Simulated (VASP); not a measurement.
Runs of VASP 6.6.1 on HfO2. The structure is that of space group P-3m1 (No. 164), or close to it. The cells are those of the table. 

```csv
cell,gap on the mesh (eV),pressure (GPa),largest force (eV/Å)
"a = 3.217, b = 3.217, c = 5.009 Å, angles 90.0, 90.0, 120.0°, 3 atoms",(b),-1.9,0.19
"a = 3.220, b = 3.220, c = 5.042 Å, angles 90.0, 90.0, 120.0°, 3 atoms",4.72,-2.1,0.19
"a = 3.220, b = 3.220, c = 5.306 Å, angles 90.0, 90.0, 120.0°, 3 atoms",4.77,-2.2,0.19
"a = 3.220, b = 3.220, c = 5.204 Å, angles 90.0, 90.0, 120.0°, 3 atoms",4.76,-2.2,0.19
"a = 3.216, b = 3.216, c = 4.910 Å, angles 90.0, 90.0, 120.0°, 3 atoms",4.68,(a),0.19
```

Alike in all rows: task single point; level PBEsol; potentials or basis VASP PAW PBE potentials, release 64 (Hf_pv, O); no spin polarisation; k mesh 12 × 12 × 6; cutoff (eV) 520; smearing gaussian 0.05 eV.

Problem. Fill in the values left out.

Solution. (a) -1.8; (b) 4.71.

Caveats: the PAW data sets were made with another functional, which shifts forces and pressure a little; spin-orbit coupling is left out, which moves the levels of the heavy elements.

A k mesh can miss the band edges, and the runs leave out spin-orbit coupling on Hf.
